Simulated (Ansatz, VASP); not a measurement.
**In3P: VASP beside Ansatz**

INCAR

```
SYSTEM = In3P
  ALGO = Normal
  EDIFF = 1E-6
  ENCUT = 520
  GGA = PE
  ISIF = 2
  ISMEAR = 0
  LASPH = .TRUE.
  LCHARG = .FALSE.
  LREAL = .FALSE.
  LWAVE = .FALSE.
  NBANDS = 30
  NELM = 100
  PREC = Accurate
  SIGMA = 0.1
```

KPOINTS

```
k-points
0
G
  6 6 6
  0 0 0
```

The input POSCAR:

```
In3P
1.0
    3.0453995800      1.7582622700      3.2782798600
   -3.0453995800      1.7582622700      3.2782798600
    0.0000000000     -3.5165245300      3.2782798600
In P
3 1
Direct
    0.0000000000      0.0000000000      0.5000000000
    0.5000000000      0.0000000000      0.0000000000
    0.0000000000      0.5000000000      0.0000000000
    0.0000000000      0.0000000000      0.0000000000
```

Input for Ansatz:

```yaml
crystal:
  lattice:
    - [3.04539958, 1.75826227, 3.27827986]
    - [-3.04539958, 1.75826227, 3.27827986]
    - [0.0, -3.51652453, 3.27827986]
  atoms:
    - { symbol: In, position: [0.0, 0.0, 0.5] }
    - { symbol: In, position: [0.5, 0.0, 0.0] }
    - { symbol: In, position: [0.0, 0.5, 0.0] }
    - { symbol: P, position: [0.0, 0.0, 0.0] }
basis:
  ecutwfc: 420
kpoints:
  mp_grid: { grid: [6, 6, 6] }
hamiltonian:
  xc: pbe
scf:
  occupations: { method: gaussian, width: 0.1 }
  lower_state_search: "off"
output:
  forces: true
  stress: true
  eigenvalues: true
```

Alike in both runs: task single point; functional PBE; k mesh 6 × 6 × 6; occupations gaussian, width 0.1 eV; no spin polarisation.

|  | VASP | Ansatz |
| --- | --- | --- |
| version | VASP 6.6.1 | Ansatz 0.2.0 |
| potentials or method | VASP PAW PBE potentials, release 64 (In_d, P), cutoff 520 eV | scalar-relativistic, plane waves, PAW |
| valence electrons in the cell | 44 | 44 |

|  | VASP | Ansatz | Ansatz less VASP |
| --- | --- | --- | --- |
| gap on the k mesh at the Fermi level (eV) | none | none | - |
| pressure (GPa) | 18.1 | 18.2 | +0.13 |
| traceless stress, the component that is largest in VASP (GPa) | 4.12 | 4.16 | +0.043 |

A gap of «none» marks a metal or a gap that the smearing closes.
